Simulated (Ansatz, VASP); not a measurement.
**PtS2: VASP beside Ansatz**

```
Pt S
1.0
     3.56236    0.00000    0.00000
    -1.78118    3.08509    0.00000
     0.00000    0.00000    4.52668
Pt S
1 2
Direct
  0.00000 0.00000 0.00000
  0.33333 0.66667 0.26228
  0.66667 0.33333 0.73772
```

Alike in both runs: functional LDA; k mesh 15 × 15 × 10; occupations gaussian, width 0.1 eV; no spin polarisation.

Ansatz relaxed the structure, and its values are those at the end. VASP's run is a single point on that final structure, the one shown.

|  | VASP | Ansatz |
| --- | --- | --- |
| version | VASP 6.6.1 | Ansatz 0.2.0 |
| potentials or method | VASP PAW LDA potentials, release 64 (Pt, S), cutoff 520 eV | scalar-relativistic, plane waves, PAW |
| valence electrons in the cell | 22 | 30 |

|  | VASP | Ansatz | Ansatz less VASP |
| --- | --- | --- | --- |
| gap on the k mesh at the Fermi level (eV) | none | none | - |
| pressure (GPa) | 0.0 | 0.0 | +0.01 |

LDA's correlation is that of Perdew and Zunger in VASP and of Perdew and Wang (1992) in Ansatz. A gap of «none» marks a metal or a gap that the smearing closes. VASP's potentials hold 22 valence electrons a cell and Ansatz's 30, so a difference there can come from the potentials and not from the codes.

Spin-orbit coupling is off throughout.
